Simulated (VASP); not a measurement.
# Sn (I4_1/amd) in VASP: single point with PBE

Aim: the single point of Sn with PBE.

Program: VASP 6.6.1. These are calculated values, not measurements. Logs are shortened: lines on timing, memory, paths and dates and some standing lists are left out, and cuts for length are marked.

### Step 1. The cell of the first run

Symmetry: I4_1/amd, No. 141, tetragonal system. The conventional cell has a = 5.803 Å, b = 5.803 Å, c = 3.213 Å, α = 90.00°, β = 90.00°, γ = 90.00°. Within 4.0 Å of Sn (site symmetry -4m2) lie 10 Sn at 3.01 to 3.77 Å.

### Step 2. Single point, PBE (z stretched by +1 % at fixed volume)

The input, INCAR:

```
PREC = Accurate ; ENCUT = 520
EDIFF = 1E-7 ; ISMEAR = -1
SIGMA = 0.05 ; LREAL = False
LASPH = True ; NELM = 80
ALGO = Normal ; ISIF = 2
LWAVE = False ; LCHARG = False
GGA = PE ; NBANDS = 21
ISYM = 0
```

The input, KPOINTS:

```
regular mesh
0
Gamma
  15 15 10
```

The input, POSCAR:

```
Sn
1.0
   -2.9013791910      2.9013791910      1.6065565000
    2.9013791910     -2.9013791910      1.6065565000
    2.9013791910      2.9013791910     -1.6065565000
Sn
2
Direct
    0.0000000000      0.0000000000      0.0000000000
    0.7500000000      0.2500000000      0.5000000000
```

Potentials or basis: VASP PAW PBE potentials, release 64 (Sn_d).

Command:

```console
$ cat potpaw_PBE.64/Sn_d/POTCAR > POTCAR
$ mpirun -np 1 vasp_std > vasp.out
```

OUTCAR:

```text
PREC = Accurate
   ENCUT = 520
   EDIFF = 1E-7
   ISMEAR = -1
   LREAL = False
   LASPH = True
   NELM = 80
   ISIF = 2
   GGA = PE
   ISYM = 0

 ion  position               nearest neighbor table
   1  0.000  0.000  0.000-   2 3.01   2 3.01   2 3.01   2 3.01
   2  0.750  0.250  0.500-   1 3.01   1 3.01   1 3.01   1 3.01

IMPORTANT INFORMATION: All symmetrisations will be switched off!
NOSYMM: (Re-)initialisation of all symmetry stuff for point group C_1.

----------------------------------------------------------------------------------------

                                     Primitive cell

  volume of cell :      54.0960

  direct lattice vectors                    reciprocal lattice vectors
    -2.901379191  2.901379191  1.606556500     0.000000000  0.172331835  0.311224660
     2.901379191 -2.901379191  1.606556500     0.172331835  0.000000000  0.311224660
     2.901379191  2.901379191 -1.606556500     0.172331835  0.172331835  0.000000000

  length of vectors
     4.406475486  4.406475486  4.406475486     0.355751388  0.355751388  0.243714018

  position of ions in fractional coordinates (direct lattice)
     0.000000000  0.000000000  0.000000000
     0.750000000  0.250000000  0.500000000

  ion indices of the primitive-cell ions
   primitive index   ion index
                 1           1
                 2           2

----------------------------------------------------------------------------------------

 KPOINTS: regular mesh

Automatic generation of k-mesh.
 Grid dimensions read from file:
 generate k-points for:   15   15   10

 Generating k-lattice:

  Cartesian coordinates                     Fractional coordinates (reciprocal lattice)
     0.000000000  0.011488789  0.020748311     0.066666667  0.000000000  0.000000000
     0.011488789  0.000000000  0.020748311     0.000000000  0.066666667  0.000000000
     0.017233183  0.017233183  0.000000000     0.000000000  0.000000000  0.100000000

  Length of vectors
     0.023716759  0.023716759  0.024371402

  Shift w.r.t. Gamma in fractional coordinates (k-lattice)
     0.000000000  0.000000000  0.000000000

 -----------------------------------------------------------------------------
|                                                                             |
|           W    W    AA    RRRRR   N    N  II  N    N   GGGG   !!!           |
|           W    W   A  A   R    R  NN   N  II  NN   N  G    G  !!!           |
|           W    W  A    A  R    R  N N  N  II  N N  N  G       !!!           |
|           W WW W  AAAAAA  RRRRR   N  N N  II  N  N N  G  GGG   !            |
|           WW  WW  A    A  R   R   N   NN  II  N   NN  G    G                |
|           W    W  A    A  R    R  N    N  II  N    N   GGGG   !!!           |
|                                                                             |
|     Your reciprocal lattice and k-lattice belong to different lattice       |
|     classes:                                                                |
|                                                                             |
|        The reciprocal lattice is body-centered tetragonal,                  |
|        whereas your k-lattice is base-centered monoclinic.                  |
|                                                                             |
|     Results are often still useful ...                                      |
|                                                                             |
 -----------------------------------------------------------------------------

 WARNING: IBZKPT: internal override: KBLOWUP is changed to .FALSE.
      ... skipping the blow-up phase ...

 Subroutine IBZKPT returns following result:
 ===========================================

 Found   1126 irreducible k-points:

 Following reciprocal coordinates:
            Coordinates               Weight
  0.000000  0.000000  0.000000      1.000000
  0.066667 -0.000000  0.000000      2.000000
  0.133333  0.000000  0.000000      2.000000
  0.200000 -0.000000  0.000000      2.000000
  0.266667  0.000000  0.000000      2.000000
  0.333333  0.000000 -0.000000      2.000000
[... 16 lines left out ...]
 -0.066667  0.066667  0.000000      2.000000
  0.000000  0.133333  0.000000      2.000000
 [... further k-points ...]
   k-points           NKPTS =   1126   k-points in BZ     NKDIM =   1126   number of bands    NBANDS=     21
   number of dos      NEDOS =    301   number of ions     NIONS =      2
   total plane-waves  NPLWV =  46656
   dimension x,y,z NGX =    36 NGY =   36 NGZ =   36
   dimension x,y,z NGXF=    72 NGYF=   72 NGZF=   72
   ions per type =               2
   NGX,Y,Z   is equivalent  to a cutoff of  13.58, 13.58, 13.58 a.u.
   NGXF,Y,Z  is equivalent  to a cutoff of  27.16, 27.16, 27.16 a.u.
 SYSTEM =  unknown system
   PREC   = accura    normal or accurate (medium, high low for compatibility)
   ISTART =      0    job   : 0-new  1-cont  2-samecut
   ICHARG =      2    charge: 1-file 2-atom 10-const
   ISPIN  =      1    spin polarized calculation?
   LNONCOLLINEAR =      F non collinear calculations
   LSORBIT =      F    spin-orbit coupling
   LASPH  =      T    aspherical Exc in radial PAW
   ENCUT  =  520.0 eV  38.22 Ry    6.18 a.u.   8.19  8.19  8.19*2*pi/ulx,y,z
   NELM   =     80;   NELMIN=  2; NELMDL= -5     # of ELM steps
   EDIFF  = 0.1E-06   stopping-criterion for ELM
   LREAL  =      F    real-space projection
   EDIFFG = 0.1E-05   stopping-criterion for IOM
   NSW    =      0    number of steps for IOM
   IBRION =     -1    ionic relax: 0-MD 1-quasi-New 2-CG
   NFREE  =      0    steps in history (QN), initial steepest desc. (CG)
   ISIF   =      2    stress and relaxation
   ISYM   =      0    0-nonsym 1-usesym 2-fastsym
   POTIM  = 0.5000    time-step for ionic-motion
   TEBEG  =    0.0;   TEEND  =   0.0 temperature during run
   PSTRESS=    0.0 pullay stress
   NELECT =      28.0000    total number of electrons
   NUPDOWN=      -1.0000    fix difference up-down
   EMIN   =  10.00;   EMAX   =-10.00  energy-range for DOS
   EFERMI =   0.00;   METHOD = LEGACY
   ISMEAR =    -1;   SIGMA  =   0.05  broadening in eV -4-tet -1-fermi 0-gaus
   EFERMI_NEDOS =   21; number of points for ismear=-14 and -15
   IALGO  =     38    algorithm
   IMIX   =      4    mixing-type and parameters
     AMIX     =   0.40;   BMIX     =  1.00
     AMIX_MAG =   1.60;   BMIX_MAG =  1.00
  volume/ion in A,a.u.               =      27.05       182.53
  Fermi-wavevector in a.u.,A,eV,Ry     =   1.314435  2.483922 23.507328  1.727740
  Thomas-Fermi vector in A             =   2.444688
   LORBIT       =      0    0 simple, 1 ext, 2 COOP (PROOUT), +10 PAW based schemes
   GGA     = PE    functional components
   LHFCALC =     F    Hartree Fock is set to
   AEXX    =    0.0000 exact exchange contribution
   IVDW    =     0    specifies the selected vdW correction
   LEPSILON=     F    determine dielectric tensor
   LRPA    =     F    only Hartree local field effects (RPA)
 non-spin polarized calculation
  energy-cutoff  :      520.00
  volume of cell :       54.10
 maximum number of plane-waves:      1472
 NGX is ok and might be reduce to    36
   NGX = 17   NGY = 17   NGZ = 17

 number of electron      28.0000005 magnetization

 Free energy of the ion-electron system (eV)
  ---------------------------------------------------
  ext. energy  EPLUGINS =         0.00000000
  ---------------------------------------------------
  free energy    TOTEN  =        -7.58581960 eV

  energy without entropy =       -7.57727822  energy(sigma->0) =       -7.58154891

 E-fermi :   8.0227     XC(G=0): -10.3208

 val. band max:        8.0216351134   @ k =  -0.2000   0.2667   0.0000
 cond. band min:       8.0240672162   @ k =   0.4667   0.4667   0.1000
 fundamental gap:      0.0024321028
 Fermi energy:         8.0226725368

 k-point     1 :       0.0000    0.0000    0.0000
  band No.  band energies     occupation
      1     -13.6538      2.00000
      2     -13.5511      2.00000
      3     -13.5237      2.00000
      4     -13.4952      2.00000
      5     -13.3631      2.00000
      6     -13.3624      2.00000
[... 13 lines left out ...]
     20      18.0564      0.00000
     21      18.5986      0.00000

 k-point     2 :       0.0667   -0.0000    0.0000
  band No.  band energies     occupation
      1     -13.6509      2.00000
      2     -13.5431      2.00000
      3     -13.5204      2.00000
      4     -13.4858      2.00000
      5     -13.3688      2.00000
      6     -13.3677      2.00000
[... 13 lines left out ...]
     20      17.5704      0.00000
     21      17.6765      0.00000

 k-point     3 :       0.1333    0.0000    0.0000
  band No.  band energies     occupation
      1     -13.6425      2.00000
      2     -13.5216      2.00000
      3     -13.5110      2.00000
      4     -13.4625      2.00000
      5     -13.3829      2.00000
      6     -13.3743      2.00000
[... 13 lines left out ...]
     20      16.4891      0.00000
     21      16.7175      0.00000

 k-point     4 :       0.2000   -0.0000    0.0000
  band No.  band energies     occupation
      1     -13.6294      2.00000
      2     -13.4973      2.00000
      3     -13.4942      2.00000
      4     -13.4411      2.00000
      5     -13.4006      2.00000
      6     -13.3691      2.00000
[... 13 lines left out ...]
     20      15.6531      0.00000
     21      16.5549      0.00000

 k-point     5 :       0.2667    0.0000    0.0000
  band No.  band energies     occupation
      1     -13.6141      2.00000
      2     -13.4827      2.00000
      3     -13.4734      2.00000
      4     -13.4401      2.00000
      5     -13.4170      2.00000
      6     -13.3764      2.00000
[... 13 lines left out ...]
     20      15.0443      0.00000
     21      16.9671      0.00000
[... 382 lines left out ...]
     20      16.6430      0.00000
     21      16.8648      0.00000

 k-point    22 :      -0.1333    0.0667    0.0000
  band No.  band energies     occupation
      1     -13.6437      2.00000
      2     -13.5451      2.00000
      3     -13.5141      2.00000
      4     -13.4920      2.00000
      5     -13.3703      2.00000
      6     -13.3625      2.00000
[... 13 lines left out ...]
     20      17.6117      0.00000
     21      17.8042      0.00000

 k-point    23 :      -0.0667    0.0667    0.0000
  band No.  band energies     occupation
      1     -13.6500      2.00000
      2     -13.5520      2.00000
      3     -13.5205      2.00000
      4     -13.4981      2.00000
      5     -13.3643      2.00000
      6     -13.3605      2.00000
[... 13 lines left out ...]
     20      18.2666      0.00000
     21      18.4019      0.00000

 k-point    24 :       0.0000    0.1333    0.0000
  band No.  band energies     occupation
      1     -13.6425      2.00000
      2     -13.5216      2.00000
      3     -13.5110      2.00000
      4     -13.4625      2.00000
      5     -13.3829      2.00000
      6     -13.3743      2.00000
[... 13 lines left out ...]
     20      16.4891      0.00000
     21      16.7175      0.00000

 [... further k-points ...]

------------------------ aborting loop because EDIFF is reached ----------------------------------------

  FORCE on cell =-STRESS in cart. coord.  units (eV):
  Direction    XX          YY          ZZ          XY          YZ          ZX
  --------------------------------------------------------------------------------------
  -------------------------------------------------------------------------------------
  Total        1.0801545      1.0801527      0.4953041     -0.0199743      0.0046205      0.0046209
  in kB       31.9912687     31.9912167     14.6695748     -0.5915841      0.1368473      0.1368589
  external PRESSURE =      26.2173534 kB  Pullay stress =       0.0000000 kB

 VOLUME and BASIS-vectors are now :
 -----------------------------------------------------------------------------
  energy-cutoff  :      520.00
  volume of cell :       54.10
      direct lattice vectors                 reciprocal lattice vectors
    -2.901379191  2.901379191  1.606556500     0.000000000  0.172331835  0.311224660
     2.901379191 -2.901379191  1.606556500     0.172331835  0.000000000  0.311224660
     2.901379191  2.901379191 -1.606556500     0.172331835  0.172331835  0.000000000

 POSITION                                       TOTAL-FORCE (eV/Angst)
 -----------------------------------------------------------------------------------
      0.00000      0.00000      0.00000         0.002980     -0.002981     -0.000001
      0.00000      2.90138      0.80328        -0.002980      0.002981      0.000001
 -----------------------------------------------------------------------------------
    total drift:                                0.000000     -0.000000      0.000001

  FREE ENERGIE OF THE ION-ELECTRON SYSTEM (eV)
  ---------------------------------------------------
  free  energy   TOTEN  =        -7.5858195962 eV

  energy  without entropy=       -7.5772782249  energy(sigma->0) =       -7.58154891
```

It took 38 min on 1 thread of Oxide Virtual Turin-like, shared host; peak memory 0.97 GiB.

What came out:

| Property | Result |
| --- | --- |
| Free energy | -7.5858 eV |
| Pressure | 2.6 GPa |
| Largest force | 0.004 eV/Å |
| Band gap on the k mesh | zero (bands 14 and 15 overlap by 4.44 eV) |

Forces on the atoms (eV/Å):
```
Sn   0.003 -0.003  0.000
Sn  -0.003  0.003  0.000
```

Stress tensor (GPa, compression positive):
```
 3.20 -0.06  0.01
-0.06  3.20  0.01
 0.01  0.01  1.47
```

Levels at points of the mesh, in eV from the Fermi level:
```
           k point  band 12  band 13  band 14  band 15  band 16  band 17
(0.00, 0.00, 0.00)    -3.46    -1.93    -1.93     3.02     6.37     6.37
(0.00, 0.00, 0.50)    -8.88     0.67     0.67     1.71     1.71     5.78
```

Caveat: spin-orbit coupling is left out, which moves the levels of the heavy elements.
